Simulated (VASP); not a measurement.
# Mo (Im-3m) in VASP: a series of runs

The runs below take Mo through single point, with r2SCAN.

Everything below comes from runs of VASP 6.6.1. Logs are shortened: lines on timing, memory, paths and dates and some standing lists are left out, and cuts for length are marked.

### 1 The cell of the first run

It takes space group Im-3m (No. 229, cubic). Conventional cell: a = 3.074 Å, b = 3.074 Å, c = 3.074 Å, α = 90.00°, β = 90.00°, γ = 90.00°. Mo (site symmetry m-3m) has 14 Mo at 2.66 to 3.07 Å within 3.5 Å.

### 2 Single point, r2SCAN

Contents of POSCAR:

```
Mo
1.0
   -1.5372142047      1.5372142047      1.5372142047
    1.5372142047     -1.5372142047      1.5372142047
    1.5372142047      1.5372142047     -1.5372142047
Mo
1
Direct
    0.0000000000      0.0000000000      0.0000000000
```

Contents of INCAR.step1:

```
PREC = Accurate
ENCUT = 550
ISMEAR = -1
SIGMA = 0.1
LREAL = False
LASPH = True
NELM = 120
NBANDS = 13
GGA = PE
ALGO = Normal
EDIFF = 1E-5
LWAVE = True
LCHARG = False
GGA_COMPAT = False
```

Contents of INCAR.step2:

```
PREC = Accurate
ENCUT = 550
EDIFF = 1E-6
ISMEAR = -1
SIGMA = 0.1
LREAL = False
LASPH = True
NELM = 120
ALGO = Normal
ISIF = 2
LWAVE = False
LCHARG = True
METAGGA = R2SCAN
LMIXTAU = True
LELF = True
LVHAR = True
NBANDS = 13
ISTART = 1
GGA_COMPAT = False
```

Contents of KPOINTS:

```
Automatic mesh
0
Gamma
  15 15 15
```

Potentials or basis: VASP PAW PBE potentials, release 64 (Mo_sv).

Command:

```sh
> cat potpaw_PBE.64/Mo_sv/POTCAR > POTCAR
> cp INCAR.step1 INCAR
> mpirun -np 1 vasp_std > vasp.out
> cp INCAR.step2 INCAR
> mpirun -np 1 vasp_std > vasp.out
```

OUTCAR:

```text
PREC = Accurate
   ENCUT = 550
   EDIFF = 1E-6
   ISMEAR = -1
   LREAL = False
   LASPH = True
   NELM = 120
   ISIF = 2
   METAGGA = R2SCAN
   ISTART = 1

 ion  position               nearest neighbor table
   1  0.000  0.000  0.000-

  LATTYP: Found a body centered cubic cell.
 ALAT       =     3.0744284094

  Lattice vectors:

 A1 = (  -1.5372142047,   1.5372142047,   1.5372142047)
 A2 = (   1.5372142047,  -1.5372142047,   1.5372142047)
 A3 = (   1.5372142047,   1.5372142047,  -1.5372142047)

Analysis of symmetry for initial positions (statically):
=====================================================================
 Subroutine PRICEL returns:
 Original cell was already a primitive cell.

 Routine SETGRP: Setting up the symmetry group for a
 body centered cubic supercell.

 Subroutine GETGRP returns: Found 48 space group operations
 (whereof 48 operations were pure point group operations)
 out of a pool of 48 trial point group operations.

The static configuration has the point symmetry O_h .

Analysis of symmetry for dynamics (positions and initial velocities):
=====================================================================
 Subroutine PRICEL returns:
 Original cell was already a primitive cell.

 Routine SETGRP: Setting up the symmetry group for a
 body centered cubic supercell.

 Subroutine GETGRP returns: Found 48 space group operations
 (whereof 48 operations were pure point group operations)
 out of a pool of 48 trial point group operations.

The dynamic configuration has the point symmetry O_h .

 Subroutine INISYM returns: Found 48 space group operations
 (whereof 48 operations are pure point group operations),
 and found     1 'primitive' translations

----------------------------------------------------------------------------------------

                                     Primitive cell

  volume of cell :      14.5299

  direct lattice vectors                    reciprocal lattice vectors
    -1.537214205  1.537214205  1.537214205     0.000000000  0.325263713  0.325263713
     1.537214205 -1.537214205  1.537214205     0.325263713  0.000000000  0.325263713
     1.537214205  1.537214205 -1.537214205     0.325263713  0.325263713  0.000000000

  length of vectors
     2.662533105  2.662533105  2.662533105     0.459992354  0.459992354  0.459992354

  position of ions in fractional coordinates (direct lattice)
     0.000000000  0.000000000  0.000000000

[... 81 lines left out ...]
   ISIF   =      2    stress and relaxation
   ISYM   =      2    0-nonsym 1-usesym 2-fastsym
   POTIM  = 0.5000    time-step for ionic-motion
   TEBEG  =    0.0;   TEEND  =   0.0 temperature during run
   PSTRESS=    0.0 pullay stress
   NELECT =      14.0000    total number of electrons
   NUPDOWN=      -1.0000    fix difference up-down
   EMIN   =  10.00;   EMAX   =-10.00  energy-range for DOS
   EFERMI =   0.00;   METHOD = LEGACY
   ISMEAR =    -1;   SIGMA  =   0.10  broadening in eV -4-tet -1-fermi 0-gaus
   EFERMI_NEDOS =   21; number of points for ismear=-14 and -15
   IALGO  =     38    algorithm
   IMIX   =      4    mixing-type and parameters
     AMIX     =   0.40;   BMIX     =  1.00
     AMIX_MAG =   1.60;   BMIX_MAG =  1.00
  volume/ion in A,a.u.               =      14.53        98.05
  Fermi-wavevector in a.u.,A,eV,Ry     =   1.616950  3.055591 35.572782  2.614526
  Thomas-Fermi vector in A             =   2.711453
   LORBIT       =      0    0 simple, 1 ext, 2 COOP (PROOUT), +10 PAW based schemes
   METAGGA = R2SCAN    functional components
   LHFCALC =     F    Hartree Fock is set to
   AEXX    =    0.0000 exact exchange contribution
   IVDW    =     0    specifies the selected vdW correction
   LEPSILON=     F    determine dielectric tensor
   LRPA    =     F    only Hartree local field effects (RPA)
 non-spin polarized calculation
  energy-cutoff  :      550.00
  volume of cell :       14.53
 maximum number of plane-waves:       437
   NGX = 11   NGY = 11   NGZ = 11

 number of electron      13.9999998 magnetization

 Free energy of the ion-electron system (eV)
  ---------------------------------------------------
  ext. energy  EPLUGINS =         0.00000000
  ---------------------------------------------------
  free energy    TOTEN  =       -25.99923139 eV

  energy without entropy =      -25.97926254  energy(sigma->0) =      -25.98924697

 E-fermi :  13.7372     XC(G=0): -15.1074

 val. band max:       13.7291194551   @ k =   0.0667   0.0667   0.0667
 cond. band min:      13.7649213538   @ k =  -0.3333   0.3333   0.2000
 fundamental gap:      0.0358018986
 Fermi energy:        13.7372454196

 k-point     1 :       0.0000    0.0000    0.0000
  band No.  band energies     occupation
      1     -49.4855      2.00000
      2     -21.7539      2.00000
      3     -21.7539      2.00000
      4     -21.7539      2.00000
      5       5.8915      2.00000
      6      12.1924      2.00000
      7      12.1924      2.00000
      8      12.1924      2.00000
      9      15.8047      0.00000
     10      15.8047      0.00000
     11      29.3558      0.00000
     12      29.3558      0.00000
     13      29.3558      0.00000
[... 354 lines left out ...]
  band No.  band energies     occupation
      1     -49.0638      2.00000
      2     -23.4146      2.00000
      3     -22.6275      2.00000
      4     -21.9491      2.00000
      5       8.8317      2.00000
      6      10.2207      2.00000
      7      12.7465      1.99990
      8      15.6452      0.00000
      9      17.0182      0.00000
     10      22.2991      0.00000
     11      26.0496      0.00000
     12      27.8678      0.00000
     13      31.7842      0.00000

 [... further k-points ...]

------------------------ aborting loop because EDIFF is reached ----------------------------------------

  FORCE on cell =-STRESS in cart. coord.  units (eV):
  Direction    XX          YY          ZZ          XY          YZ          ZX
  --------------------------------------------------------------------------------------
  -------------------------------------------------------------------------------------
  Total        2.2830411      2.2830411      2.2830411     -0.0000000     -0.0000000      0.0000000
  in kB      251.7451763    251.7451763    251.7451763     -0.0000000     -0.0000000      0.0000000
  external PRESSURE =     251.7451763 kB  Pullay stress =       0.0000000 kB

 VOLUME and BASIS-vectors are now :
 -----------------------------------------------------------------------------
  energy-cutoff  :      550.00
  volume of cell :       14.53
      direct lattice vectors                 reciprocal lattice vectors
    -1.537214205  1.537214205  1.537214205     0.000000000  0.325263713  0.325263713
     1.537214205 -1.537214205  1.537214205     0.325263713  0.000000000  0.325263713
     1.537214205  1.537214205 -1.537214205     0.325263713  0.325263713  0.000000000

 POSITION                                       TOTAL-FORCE (eV/Angst)
 -----------------------------------------------------------------------------------
      0.00000      0.00000      0.00000        -0.000000     -0.000000     -0.000000
 -----------------------------------------------------------------------------------
    total drift:                                0.000000      0.000000      0.000000

  FREE ENERGIE OF THE ION-ELECTRON SYSTEM (eV)
  ---------------------------------------------------
  free  energy   TOTEN  =       -25.9992313886 eV

  energy  without entropy=      -25.9792625430  energy(sigma->0) =      -25.98924697
```

OSZICAR.step1:

```text
N       E                     dE             d eps       ncg     rms          rms(c)
DAV:   1     0.967983853299E+02    0.96798E+02   -0.83088E+03  3120   0.116E+03
DAV:   2    -0.101884052777E+02   -0.10699E+03   -0.10276E+03  3565   0.322E+02
DAV:   3    -0.114289888451E+02   -0.12406E+01   -0.12371E+01  3465   0.344E+01
DAV:   4    -0.114317877798E+02   -0.27989E-02   -0.27986E-02  3535   0.196E+00
DAV:   5    -0.114318040567E+02   -0.16277E-04   -0.16277E-04  3510   0.136E-01    0.174E+01
DAV:   6    -0.109263673605E+02    0.50544E+00   -0.59562E-01  3195   0.969E+00    0.551E+00
DAV:   7    -0.108459799845E+02    0.80387E-01   -0.14695E-01  3440   0.463E+00    0.809E-01
DAV:   8    -0.108423794736E+02    0.36005E-02   -0.38630E-03  3230   0.801E-01    0.148E-01
DAV:   9    -0.108424308485E+02   -0.51375E-04   -0.77470E-05  3665   0.110E-01    0.796E-02
DAV:  10    -0.108424377277E+02   -0.68792E-05   -0.13940E-05  2504   0.471E-02
   1 F= -.10842438E+02 E0= -.10831127E+02  d E =-.226208E-01
```

Run time: 84 s. Hardware: 1 thread of Intel Xeon 8259CL, shared host; peak memory 0.15 GiB.

Results:

- Free energy: -25.9992 eV
- Pressure: 25.2 GPa
- Band gap on the k mesh: zero (bands 7 and 8 overlap by 5.82 eV)

Caveat: the cell stands under pressure; the PAW data sets were made with another functional, which shifts forces and pressure a little.

[end of part 1 of 2]
